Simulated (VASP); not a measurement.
# GaSb (F-43m) in VASP: further runs

Aim: see how the results for GaSb move with the level of theory and the settings. Levels: r2SCAN+D4, r2SCAN. Tasks: single point.

Everything below comes from runs of VASP 6.6.1. Logs are shortened: lines on timing, memory, paths and dates and some standing lists are left out, and cuts for length are marked.

## 1. The cell of the first run

It takes space group F-43m (No. 216, cubic). Conventional cell: a = 6.022 Å, b = 6.022 Å, c = 6.022 Å, α = 90.00°, β = 90.00°, γ = 90.00°. Within 3.4 Å of Ga (site symmetry -43m) lie 4 Sb at 2.61 Å. Within 3.4 Å of Sb (site symmetry -43m) lie 4 Ga at 2.61 Å.

## 2. Single point, r2SCAN+D4 (volume scaled by 0.96)

Input file POSCAR:

```
GaSb
1.0
    0.0000000000      3.0110315202      3.0110315202
    3.0110315202      0.0000000000      3.0110315202
    3.0110315202      3.0110315202      0.0000000000
Ga Sb
1 1
Direct
    0.0000000000      0.0000000000      0.0000000000
    0.7500000000      0.7500000000      0.7500000000
```

Input file INCAR.step1:

```
SYSTEM = GaSb
ALGO = Normal
EDIFF = 1E-4
ENCUT = 520
GGA = PE
ISMEAR = 0
LASPH = .TRUE.
LCHARG = .FALSE.
LREAL = .FALSE.
LWAVE = .TRUE.
NBANDS = 16
NELM = 100
PREC = Accurate
SIGMA = 0.05
```

Input file INCAR.step2:

```
SYSTEM = GaSb
ALGO = Normal
EDIFF = 1E-6
ENCUT = 520
ISIF = 2
ISMEAR = 0
ISTART = 1
IVDW = 13
LASPH = .TRUE.
LCHARG = .TRUE.
LELF = .TRUE.
LMIXTAU = .TRUE.
LREAL = .FALSE.
LVHAR = .TRUE.
LWAVE = .FALSE.
METAGGA = R2SCAN
NBANDS = 16
NELM = 100
PREC = Accurate
SIGMA = 0.05
VDW_A1 = 0.51559235
VDW_A2 = 5.77342911
VDW_S6 = 1.0
VDW_S8 = 0.6018749
```

Input file KPOINTS:

```
k-points
0
G
  6 6 6
  0 0 0
```

Potentials or basis: VASP PAW PBE potentials, release 64 (Ga_d, Sb).

On the command line:

```
$ cat potpaw_PBE.64/Ga_d/POTCAR potpaw_PBE.64/Sb/POTCAR > POTCAR
$ cp INCAR.step1 INCAR
$ mpirun -np 1 vasp_std > vasp.out
$ cp INCAR.step2 INCAR
$ mpirun -np 1 vasp_std > vasp.out
```

OUTCAR:

```text
SYSTEM = GaSb
   EDIFF = 1E-6
   ENCUT = 520
   ISIF = 2
   ISMEAR = 0
   ISTART = 1
   IVDW = 13
   LASPH = .TRUE.
   LREAL = .FALSE.
   METAGGA = R2SCAN
   NELM = 100
   PREC = Accurate

 ion  position               nearest neighbor table
   1  0.000  0.000  0.000-   2 2.61   2 2.61   2 2.61   2 2.61
   2  0.750  0.750  0.750-   1 2.61   1 2.61   1 2.61   1 2.61

  LATTYP: Found a face centered cubic cell.
 ALAT       =     6.0220630404

  Lattice vectors:

 A1 = (   0.0000000000,   3.0110315202,   3.0110315202)
 A2 = (   3.0110315202,   0.0000000000,   3.0110315202)
 A3 = (   3.0110315202,   3.0110315202,   0.0000000000)

Analysis of symmetry for initial positions (statically):
=====================================================================
 Subroutine PRICEL returns:
 Original cell was already a primitive cell.

 Routine SETGRP: Setting up the symmetry group for a
 face centered cubic supercell.

 Subroutine GETGRP returns: Found 24 space group operations
 (whereof 24 operations were pure point group operations)
 out of a pool of 48 trial point group operations.

The static configuration has the point symmetry T_d .

Analysis of symmetry for dynamics (positions and initial velocities):
=====================================================================
 Subroutine PRICEL returns:
 Original cell was already a primitive cell.

 Routine SETGRP: Setting up the symmetry group for a
 face centered cubic supercell.

 Subroutine GETGRP returns: Found 24 space group operations
 (whereof 24 operations were pure point group operations)
 out of a pool of 48 trial point group operations.

The dynamic configuration has the point symmetry T_d .

 Subroutine INISYM returns: Found 24 space group operations
 (whereof 24 operations are pure point group operations),
 and found     1 'primitive' translations

----------------------------------------------------------------------------------------

                                     Primitive cell

  volume of cell :      54.5979

  direct lattice vectors                    reciprocal lattice vectors
     0.000000000  3.011031520  3.011031520    -0.166056050  0.166056050  0.166056050
[... 72 lines left out ...]
   LNONCOLLINEAR =      F non collinear calculations
   LSORBIT =      F    spin-orbit coupling
   LASPH  =      T    aspherical Exc in radial PAW
   ENCUT  =  520.0 eV  38.22 Ry    6.18 a.u.   7.92  7.92  7.92*2*pi/ulx,y,z
   NELM   =    100;   NELMIN=  2; NELMDL=  0     # of ELM steps
   EDIFF  = 0.1E-05   stopping-criterion for ELM
   LREAL  =      F    real-space projection
   EDIFFG = 0.1E-04   stopping-criterion for IOM
   NSW    =      0    number of steps for IOM
   IBRION =     -1    ionic relax: 0-MD 1-quasi-New 2-CG
   NFREE  =      0    steps in history (QN), initial steepest desc. (CG)
   ISIF   =      2    stress and relaxation
   ISYM   =      2    0-nonsym 1-usesym 2-fastsym
   POTIM  = 0.5000    time-step for ionic-motion
   TEBEG  =    0.0;   TEEND  =   0.0 temperature during run
   PSTRESS=    0.0 pullay stress
   NELECT =      18.0000    total number of electrons
   NUPDOWN=      -1.0000    fix difference up-down
   EMIN   =  10.00;   EMAX   =-10.00  energy-range for DOS
   EFERMI =   0.00;   METHOD = LEGACY
   ISMEAR =     0;   SIGMA  =   0.05  broadening in eV -4-tet -1-fermi 0-gaus
   EFERMI_NEDOS =   21; number of points for ismear=-14 and -15
   IALGO  =     38    algorithm
   IMIX   =      4    mixing-type and parameters
     AMIX     =   0.40;   BMIX     =  1.00
     AMIX_MAG =   1.60;   BMIX_MAG =  1.00
  volume/ion in A,a.u.               =      27.30       184.22
  Fermi-wavevector in a.u.,A,eV,Ry     =   1.130942  2.137171 17.402260  1.279030
  Thomas-Fermi vector in A             =   2.267640
   LORBIT       =      0    0 simple, 1 ext, 2 COOP (PROOUT), +10 PAW based schemes
   METAGGA = R2SCAN    functional components
   LHFCALC =     F    Hartree Fock is set to
   AEXX    =    0.0000 exact exchange contribution
   IVDW    =    13    specifies the selected vdW correction
   LEPSILON=     F    determine dielectric tensor
   LRPA    =     F    only Hartree local field effects (RPA)
 non-spin polarized calculation
 Gauss-broadening in eV      SIGMA  =   0.05
  energy-cutoff  :      520.00
  volume of cell :       54.60
 maximum number of plane-waves:      1484
   NGX = 15   NGY = 15   NGZ = 15

 number of electron      17.9999998 magnetization

 Free energy of the ion-electron system (eV)
  ---------------------------------------------------
  ext. energy  EPLUGINS =         0.00000000
  ---------------------------------------------------
  free energy    TOTEN  =       -37.54761791 eV

  energy without entropy =      -37.54761791  energy(sigma->0) =      -37.54761791

 E-fermi :   5.4231     XC(G=0):  -9.9401

 val. band max:        5.1955495516   @ k =   0.0000   0.0000   0.0000
 cond. band min:       5.9904538588   @ k =   0.5000   0.0000   0.0000
 fundamental gap:      0.7949043072
 Fermi energy:         5.4231058051

 k-point     1 :       0.0000    0.0000    0.0000
  band No.  band energies     occupation
      1     -10.4099      2.00000
      2     -10.4099      2.00000
      3     -10.4098      2.00000
      4     -10.3450      2.00000
      5     -10.3450      2.00000
      6      -7.0906      2.00000
[... 281 lines left out ...]
      3     -10.3799      2.00000
      4     -10.3554      2.00000
      5     -10.3429      2.00000
      6      -4.2321      2.00000
[... 8 lines left out ...]
     15      16.1107      0.00000
     16      17.4463      0.00000

------------------------ aborting loop because EDIFF is reached ----------------------------------------

  DFT-D4 for vdW energy calculation

  Edisp (eV):   -0.29644

  FORCE on cell =-STRESS in cart. coord.  units (eV):
  Direction    XX          YY          ZZ          XY          YZ          ZX
  --------------------------------------------------------------------------------------
  -------------------------------------------------------------------------------------
  Total       0.89261     0.89261     0.89261     0.00000     0.00000     0.00000
  in kB      26.19362    26.19362    26.19362     0.00000     0.00000     0.00000
  external pressure =       26.19 kB  Pullay stress =        0.00 kB

 VOLUME and BASIS-vectors are now :
 -----------------------------------------------------------------------------
  energy-cutoff  :      520.00
  volume of cell :       54.60
      direct lattice vectors                 reciprocal lattice vectors
     0.000000000  3.011031520  3.011031520    -0.166056050  0.166056050  0.166056050
     3.011031520  0.000000000  3.011031520     0.166056050 -0.166056050  0.166056050
     3.011031520  3.011031520  0.000000000     0.166056050  0.166056050 -0.166056050

 POSITION                                       TOTAL-FORCE (eV/Angst)
 -----------------------------------------------------------------------------------
      0.00000      0.00000      0.00000        -0.000000     -0.000000     -0.000000
      4.51655      4.51655      4.51655         0.000000      0.000000      0.000000
 -----------------------------------------------------------------------------------
    total drift:                                0.000001      0.000001      0.000002

  FREE ENERGIE OF THE ION-ELECTRON SYSTEM (eV)
  ---------------------------------------------------
  free  energy   TOTEN  =       -37.8440575267 eV

  energy  without entropy=      -37.8440575267  energy(sigma->0) =      -37.84405753
```

OUTCAR.step1:

```text
SYSTEM = GaSb
   EDIFF = 1E-4
   ENCUT = 520
   GGA = PE
   ISMEAR = 0
   LASPH = .TRUE.
   LREAL = .FALSE.
[... 513 lines left out ...]
      0.00000      0.00000      0.00000         0.000000      0.000000      0.000000
      4.51655      4.51655      4.51655        -0.000000     -0.000000     -0.000000
 -----------------------------------------------------------------------------------
    total drift:                               -0.000002     -0.000002     -0.000002

  FREE ENERGIE OF THE ION-ELECTRON SYSTEM (eV)
  ---------------------------------------------------
  free  energy   TOTEN  =        -7.2584831335 eV

  energy  without entropy=       -7.2584831332  energy(sigma->0) =       -7.25848313
```

Run time: 18 s. Hardware: 1 thread of Intel Xeon 6975P-C (Granite Rapids), shared host; peak memory 0.18 GiB.

Results:

```
Free energy                : -37.8441 eV
Pressure                   : 2.6 GPa
Band gap on the k mesh     : 0.80 eV, indirect (least direct gap 0.82 eV)
Dispersion energy per atom : -0.148 eV
```

Levels at points of the mesh, in eV from the valence-band top:
| k point | band 6 | band 7 | band 8 | band 9 | band 10 | band 11 | band 12 | band 13 |
| --- | --- | --- | --- | --- | --- | --- | --- | --- |
| (0.00, 0.00, 0.00) | -12.29 | 0.00 | 0.00 | 0.00 | 0.82 | 2.96 | 2.96 | 2.96 |
| (0.50, 0.00, 0.00) | -10.43 | -6.84 | -1.30 | -1.30 | 0.79 | 4.00 | 4.00 | 6.90 |
| (0.50, 0.50, 0.00) | -9.47 | -7.29 | -2.88 | -2.88 | 1.06 | 1.38 | 9.59 | 9.59 |

Caveat: the PAW data sets were made with another functional, which shifts forces and pressure a little; spin-orbit coupling is left out, which moves the levels of the heavy elements.

## 3. Single point, r2SCAN (volume scaled by 0.96)

Input file POSCAR:

```
GaSb
1.0
    0.0000000000      3.0242607832      3.0242607832
    3.0242607832      0.0000000000      3.0242607832
    3.0242607832      3.0242607832      0.0000000000
Ga Sb
1 1
Direct
    0.0000000000      0.0000000000      0.0000000000
    0.7500000000      0.7500000000      0.7500000000
```

Input file INCAR.step1:

```
PREC = Accurate
ENCUT = 520
ISMEAR = 0
SIGMA = 0.05
LREAL = False
LASPH = True
NELM = 100
NBANDS = 16
GGA = PE
ALGO = Normal
EDIFF = 1E-4
LWAVE = True
LCHARG = False
```

Input file INCAR.step2:

```
PREC = Accurate
ENCUT = 520
EDIFF = 1E-6
ISMEAR = 0
SIGMA = 0.05
LREAL = False
LASPH = True
NELM = 100
ALGO = Normal
ISIF = 2
LWAVE = False
LCHARG = False
METAGGA = R2SCAN
LMIXTAU = True
NBANDS = 16
ISTART = 1
```

Input file KPOINTS:

```
regular mesh
0
Gamma
  6 6 6
```

Potentials or basis: VASP PAW PBE potentials, release 64 (Ga_d, Sb).

On the command line:

```
$ cat potpaw_PBE.64/Ga_d/POTCAR potpaw_PBE.64/Sb/POTCAR > POTCAR
$ cp INCAR.step1 INCAR
$ mpirun -np 1 vasp_std > vasp.out
$ cp INCAR.step2 INCAR
$ mpirun -np 1 vasp_std > vasp.out
```

Wall time 18 s (1 thread of Intel Xeon 6975P-C (Granite Rapids), shared host); peak memory 0.18 GiB.

The run converged. Its results:

| Property | Result |
| --- | --- |
| Free energy | -37.5609 eV |
| Pressure | 2.5 GPa |
| Band gap on the k mesh | 0.71 eV, direct |

Levels at points of the mesh, in eV from the valence-band top:
```tsv
k point	band 5	band 6	band 7	band 8	band 9	band 10	band 11	band 12	band 13	band 14
(0.00, 0.00, 0.00)	-15.51	-12.19	0.00	0.00	0.00	0.71	2.96	2.96	2.96	6.40
(0.50, 0.00, 0.00)	-15.51	-10.37	-6.77	-1.27	-1.27	0.76	4.01	4.01	6.90	10.19
(0.50, 0.50, 0.00)	-15.51	-9.43	-7.22	-2.83	-2.83	1.08	1.41	9.50	9.50	11.10
```

Caveat: the PAW data sets were made with another functional, which shifts forces and pressure a little; spin-orbit coupling is left out, which moves the levels of the heavy elements.
